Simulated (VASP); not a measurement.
# Al2Au (Fm-3m) in VASP: a series of runs, part 2 of 3

VASP 6.6.1. Earlier steps stand in the parts before.

## 3. Single point, LDA

This run uses another cell than the first one, of 18.00 Å³/atom, 1.020 times its volume.

File INCAR:

```
SYSTEM = Al2Au
PREC = Accurate ; ENCUT = 520
EDIFF = 1E-7 ; ISMEAR = -1
SIGMA = 0.05 ; LREAL = .False.
LASPH = .True. ; NELM = 60
ALGO = Fast ; ISIF = 2
LWAVE = .False. ; LCHARG = .True.
GGA = CA ; LELF = .True.
LVHAR = .True. ; NBANDS = 16
```

File KPOINTS:

```
regular mesh
0
Gamma
  8 8 8
  0 0 0
```

File POSCAR:

```
Al2Au
1.0
    0.0000000000      3.0000000000      3.0000000000
    3.0000000000      0.0000000000      3.0000000000
    3.0000000000      3.0000000000      0.0000000000
Au Al
1 2
Direct
    0.0000000000      0.0000000000      0.0000000000
    0.7500000000      0.7500000000      0.7500000000
    0.2500000000      0.2500000000      0.2500000000
```

Potentials or basis: VASP PAW LDA potentials, release 64 (Au, Al).

Started as:

```console
$ cat potpaw_LDA.64/Au/POTCAR potpaw_LDA.64/Al/POTCAR > POTCAR
$ mpirun -np 1 vasp_std > vasp.out
```

OUTCAR:

```text
SYSTEM = Al2Au
   PREC = Accurate
   ENCUT = 520
   EDIFF = 1E-7
   ISMEAR = -1
   LREAL = .False.
   LASPH = .True.
   NELM = 60
   ISIF = 2
   GGA = CA

 ion  position               nearest neighbor table
   1  0.000  0.000  0.000-   2 2.60   2 2.60   2 2.60   2 2.60   3 2.60   3 2.60   3 2.60   3 2.60

   2  0.750  0.750  0.750-   1 2.60   1 2.60   1 2.60   1 2.60   3 3.00   3 3.00   3 3.00   3 3.00
                             3 3.00   3 3.00
   3  0.250  0.250  0.250-   1 2.60   1 2.60   1 2.60   1 2.60   2 3.00   2 3.00   2 3.00   2 3.00
                             2 3.00   2 3.00

  LATTYP: Found a face centered cubic cell.
 ALAT       =     6.0000000000

  Lattice vectors:

 A1 = (   0.0000000000,   3.0000000000,   3.0000000000)
 A2 = (   3.0000000000,   0.0000000000,   3.0000000000)
 A3 = (   3.0000000000,   3.0000000000,   0.0000000000)

Analysis of symmetry for initial positions (statically):
=====================================================================
 Subroutine PRICEL returns:
 Original cell was already a primitive cell.

 Routine SETGRP: Setting up the symmetry group for a
 face centered cubic supercell.

 Subroutine GETGRP returns: Found 48 space group operations
 (whereof 48 operations were pure point group operations)
 out of a pool of 48 trial point group operations.

The static configuration has the point symmetry O_h .

Analysis of symmetry for dynamics (positions and initial velocities):
=====================================================================
 Subroutine PRICEL returns:
 Original cell was already a primitive cell.

 Routine SETGRP: Setting up the symmetry group for a
 face centered cubic supercell.

 Subroutine GETGRP returns: Found 48 space group operations
 (whereof 48 operations were pure point group operations)
 out of a pool of 48 trial point group operations.

The dynamic configuration has the point symmetry O_h .

 Subroutine INISYM returns: Found 48 space group operations
 (whereof 48 operations are pure point group operations),
 and found     1 'primitive' translations

----------------------------------------------------------------------------------------

                                     Primitive cell

  volume of cell :      54.0000

  direct lattice vectors                    reciprocal lattice vectors
     0.000000000  3.000000000  3.000000000    -0.166666667  0.166666667  0.166666667
     3.000000000  0.000000000  3.000000000     0.166666667 -0.166666667  0.166666667
     3.000000000  3.000000000  0.000000000     0.166666667  0.166666667 -0.166666667

  length of vectors
     4.242640687  4.242640687  4.242640687     0.288675135  0.288675135  0.288675135

  position of ions in fractional coordinates (direct lattice)
     0.000000000  0.000000000  0.000000000
     0.750000000  0.750000000  0.750000000
     0.250000000  0.250000000  0.250000000

  ion indices of the primitive-cell ions
   primitive index   ion index
                 1           1
                 2           2
                 3           3

----------------------------------------------------------------------------------------

 KPOINTS: regular mesh

Automatic generation of k-mesh.
 Grid dimensions read from file:
 generate k-points for:    8    8    8

 Generating k-lattice:

  Cartesian coordinates                     Fractional coordinates (reciprocal lattice)
    -0.020833333  0.020833333  0.020833333     0.125000000  0.000000000  0.000000000
     0.020833333 -0.020833333  0.020833333     0.000000000  0.125000000  0.000000000
     0.020833333  0.020833333 -0.020833333     0.000000000  0.000000000  0.125000000

  Length of vectors
     0.036084392  0.036084392  0.036084392

  Shift w.r.t. Gamma in fractional coordinates (k-lattice)
     0.000000000  0.000000000  0.000000000

 Subroutine IBZKPT returns following result:
 ===========================================

 Found     29 irreducible k-points:

 Following reciprocal coordinates:
            Coordinates               Weight
  0.000000  0.000000  0.000000      1.000000
  0.125000  0.000000  0.000000      8.000000
  0.250000  0.000000  0.000000      8.000000
  0.375000  0.000000  0.000000      8.000000
  0.500000  0.000000  0.000000      4.000000
  0.125000  0.125000  0.000000      6.000000
[... 16 lines left out ...]
  0.500000  0.250000  0.125000     48.000000
 -0.375000  0.250000  0.125000     24.000000
 [... further k-points ...]
   k-points           NKPTS =     29   k-points in BZ     NKDIM =     29   number of bands    NBANDS=     16
   number of dos      NEDOS =    301   number of ions     NIONS =      3
   total plane-waves  NPLWV =  32768
   dimension x,y,z NGX =    32 NGY =   32 NGZ =   32
   dimension x,y,z NGXF=    64 NGYF=   64 NGZF=   64
   ions per type =               1   2
   NGX,Y,Z   is equivalent  to a cutoff of  12.54, 12.54, 12.54 a.u.
   NGXF,Y,Z  is equivalent  to a cutoff of  25.08, 25.08, 25.08 a.u.
 SYSTEM =  Al2Au
   PREC   = accura    normal or accurate (medium, high low for compatibility)
   ISTART =      0    job   : 0-new  1-cont  2-samecut
   ICHARG =      2    charge: 1-file 2-atom 10-const
   ISPIN  =      1    spin polarized calculation?
   LNONCOLLINEAR =      F non collinear calculations
   LSORBIT =      F    spin-orbit coupling
   LASPH  =      T    aspherical Exc in radial PAW
   ENCUT  =  520.0 eV  38.22 Ry    6.18 a.u.   7.89  7.89  7.89*2*pi/ulx,y,z
   NELM   =     60;   NELMIN=  2; NELMDL= -5     # of ELM steps
   EDIFF  = 0.1E-06   stopping-criterion for ELM
   LREAL  =      F    real-space projection
   EDIFFG = 0.1E-05   stopping-criterion for IOM
   NSW    =      0    number of steps for IOM
   IBRION =     -1    ionic relax: 0-MD 1-quasi-New 2-CG
   NFREE  =      0    steps in history (QN), initial steepest desc. (CG)
   ISIF   =      2    stress and relaxation
   ISYM   =      2    0-nonsym 1-usesym 2-fastsym
   POTIM  = 0.5000    time-step for ionic-motion
   TEBEG  =    0.0;   TEEND  =   0.0 temperature during run
   PSTRESS=    0.0 pullay stress
   NELECT =      17.0000    total number of electrons
   NUPDOWN=      -1.0000    fix difference up-down
   EMIN   =  10.00;   EMAX   =-10.00  energy-range for DOS
   EFERMI =   0.00;   METHOD = LEGACY
   ISMEAR =    -1;   SIGMA  =   0.05  broadening in eV -4-tet -1-fermi 0-gaus
   EFERMI_NEDOS =   21; number of points for ismear=-14 and -15
   IALGO  =     68    algorithm
   IMIX   =      4    mixing-type and parameters
     AMIX     =   0.40;   BMIX     =  1.00
     AMIX_MAG =   1.60;   BMIX_MAG =  1.00
  volume/ion in A,a.u.               =      18.00       121.47
  Fermi-wavevector in a.u.,A,eV,Ry     =   1.113679  2.104547 16.875035  1.240280
  Thomas-Fermi vector in A             =   2.250266
   LORBIT       =      0    0 simple, 1 ext, 2 COOP (PROOUT), +10 PAW based schemes
   GGA     = CA    functional components
   LHFCALC =     F    Hartree Fock is set to
   AEXX    =    0.0000 exact exchange contribution
   IVDW    =     0    specifies the selected vdW correction
   LEPSILON=     F    determine dielectric tensor
   LRPA    =     F    only Hartree local field effects (RPA)
 non-spin polarized calculation
 RMM-DIIS sequential band-by-band and
  energy-cutoff  :      520.00
  volume of cell :       54.00
 maximum number of plane-waves:      1475
   NGX = 15   NGY = 15   NGZ = 15

 number of electron      17.0000001 magnetization

 Free energy of the ion-electron system (eV)
  ---------------------------------------------------
  ext. energy  EPLUGINS =         0.00000000
  ---------------------------------------------------
  free energy    TOTEN  =       -14.29261810 eV

  energy without entropy =      -14.28363796  energy(sigma->0) =      -14.28812803

 E-fermi :   7.5925     XC(G=0): -10.7160

 val. band max:        7.5647798122   @ k =  -0.1250   0.1250   0.0000
 cond. band min:       7.6091248741   @ k =   0.3750   0.1250   0.0000
 fundamental gap:      0.0443450618
 Fermi energy:         7.5924954300

 k-point     1 :       0.0000    0.0000    0.0000
  band No.  band energies     occupation
      1      -2.9494      2.00000
      2       0.9670      2.00000
      3       0.9670      2.00000
      4       0.9670      2.00000
      5       1.9326      2.00000
      6       1.9326      2.00000
[... 8 lines left out ...]
     15      13.2927      0.00000
     16      13.2927      0.00000
[... 419 lines left out ...]
 k-point    24 :      -0.3750    0.2500    0.1250
  band No.  band energies     occupation
      1      -0.3882      2.00000
      2       0.7108      2.00000
      3       1.3365      2.00000
      4       1.4415      2.00000
      5       1.8585      2.00000
      6       2.1148      2.00000
[... 8 lines left out ...]
     15      15.1700      0.00000
     16      17.6819      0.00000

 [... further k-points ...]
[... 5 lines left out ...]
  --------------------------------------------------------------------------------------
  -------------------------------------------------------------------------------------
  Total       -0.8175604     -0.8175604     -0.8175604     -0.0000000      0.0000000      0.0000000
  in kB      -24.2569759    -24.2569759    -24.2569759     -0.0000000      0.0000000      0.0000000
  external PRESSURE =     -24.2569759 kB  Pullay stress =       0.0000000 kB

 VOLUME and BASIS-vectors are now :
 -----------------------------------------------------------------------------
  energy-cutoff  :      520.00
  volume of cell :       54.00
      direct lattice vectors                 reciprocal lattice vectors
     0.000000000  3.000000000  3.000000000    -0.166666667  0.166666667  0.166666667
     3.000000000  0.000000000  3.000000000     0.166666667 -0.166666667  0.166666667
     3.000000000  3.000000000  0.000000000     0.166666667  0.166666667 -0.166666667

 POSITION                                       TOTAL-FORCE (eV/Angst)
 -----------------------------------------------------------------------------------
      0.00000      0.00000      0.00000         0.000000      0.000000      0.000000
      4.50000      4.50000      4.50000        -0.000000      0.000000      0.000000
      1.50000      1.50000      1.50000         0.000000     -0.000000     -0.000000
 -----------------------------------------------------------------------------------
    total drift:                                0.000000     -0.000000      0.000000

  FREE ENERGIE OF THE ION-ELECTRON SYSTEM (eV)
  ---------------------------------------------------
  free  energy   TOTEN  =       -14.2926180973 eV

  energy  without entropy=      -14.2836379564  energy(sigma->0) =      -14.28812803
```

OSZICAR:

```text
N       E                     dE             d eps       ncg     rms          rms(c)
DAV:   1     0.546997879538E+02    0.54700E+02   -0.70149E+03   952   0.886E+02
DAV:   2    -0.142036261443E+02   -0.68903E+02   -0.63522E+02  1152   0.173E+02
DAV:   3    -0.156261708478E+02   -0.14225E+01   -0.14188E+01  1200   0.235E+01
DAV:   4    -0.156354175259E+02   -0.92467E-02   -0.92463E-02  1120   0.223E+00
DAV:   5    -0.156355453051E+02   -0.12778E-03   -0.12778E-03  1176   0.264E-01    0.908E+00
RMM:   6    -0.144249041332E+02    0.12106E+01   -0.43257E+00   932   0.129E+01    0.346E+00
RMM:   7    -0.143298865393E+02    0.95018E-01   -0.15540E-01   949   0.261E+00    0.192E+00
RMM:   8    -0.142934907367E+02    0.36396E-01   -0.39506E-02   947   0.129E+00    0.292E-01
RMM:   9    -0.142924927470E+02    0.99799E-03   -0.92147E-03  1008   0.633E-01    0.261E-01
RMM:  10    -0.142926196897E+02   -0.12694E-03   -0.15431E-03  1011   0.267E-01    0.783E-02
RMM:  11    -0.142926228327E+02   -0.31430E-05   -0.61875E-04   996   0.149E-01    0.310E-02
RMM:  12    -0.142926140745E+02    0.87582E-05   -0.17558E-04   999   0.869E-02    0.150E-02
RMM:  13    -0.142926170204E+02   -0.29459E-05   -0.41078E-05  1071   0.377E-02    0.688E-03
RMM:  14    -0.142926178478E+02   -0.82743E-06   -0.87347E-06  1027   0.171E-02    0.626E-03
RMM:  15    -0.142926180252E+02   -0.17730E-06   -0.28556E-06  1034   0.954E-03    0.387E-03
RMM:  16    -0.142926180973E+02   -0.72108E-07   -0.53589E-07   788   0.410E-03
   1 F= -.14292618E+02 E0= -.14288128E+02  d E =-.898014E-02
```

stdout:

```text
POSCAR found type information on POSCAR AuAl
 POSCAR found :  2 types and       3 ions
 scaLAPACK will be used
 LDA part: xc-table for (Slater(with rela. corr.)+CA(PZ))
 , standard interpolation
 POSCAR, INCAR and KPOINTS ok, starting setup
 FFT: planning ... GRIDC
 FFT: planning ... GRID_SOFT
 FFT: planning ... GRID
 WAVECAR not read
 entering main loop
```

It took 11 s on 1 thread of Intel Xeon 6975P-C (Granite Rapids), shared host; peak memory 0.16 GiB.

Results:

```yaml
Free_energy: -14.2926 eV
Pressure: -2.4 GPa
```

Levels at points of the mesh, in eV from the Fermi level:
```
           k point  band 5  band 6  band 7  band 8  band 9  band 10  band 11  band 12  band 13  band 14
(0.00, 0.00, 0.00)   -5.66   -5.66    2.12    2.95    2.95     2.95     3.92     3.92     3.92     5.70
(0.50, 0.00, 0.00)   -5.54   -5.54   -5.48    0.36    0.36     3.23     3.53     3.83     3.83     8.83
(0.50, 0.50, 0.00)   -5.82   -5.36   -5.04   -2.09   -2.09     1.22     2.09     7.69     9.71     9.71
```

Caveat: spin-orbit coupling is left out, which moves the levels of the heavy elements.

(Part 2 of 3 ends here.)
